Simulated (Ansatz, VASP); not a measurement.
# Hf in VASP and in Ansatz

```
Hf
1.0
     3.19670    0.00000    0.00000
    -1.59835    2.76842    0.00000
     0.00000    0.00000    5.05780
Hf
2
Cartesian
  0.0000 1.8456 1.2645
  1.5983 0.9228 3.7934
```

Alike in both runs: task single point; functional PBE; dispersion D3(BJ); k mesh 6 × 6 × 4; occupations gaussian, width 0.1 eV; no spin polarisation.

|  | VASP | Ansatz |
| --- | --- | --- |
| version | VASP 6.6.1 | Ansatz 0.2.0 |
| potentials or method | VASP PAW PBE potentials, release 64 (Hf_pv), cutoff 500 eV | scalar-relativistic, plane waves, PAW |
| valence electrons in the cell | 20 | 52 |

|  | VASP | Ansatz | Ansatz less VASP |
| --- | --- | --- | --- |
| gap on the k mesh at the Fermi level (eV) | none | none | - |
| pressure (GPa) | -2.8 | -2.4 | +0.44 |
| traceless stress, the component that is largest in VASP (GPa) | 0.52 | 0.60 | +0.079 |

A gap of «none» marks a metal or a gap that the smearing closes. VASP's potentials hold 20 valence electrons a cell and Ansatz's 52, so a difference there can come from the potentials and not from the codes.

The k mesh is coarse, so the values compare programs but aren't converged. Spin-orbit coupling is off throughout.
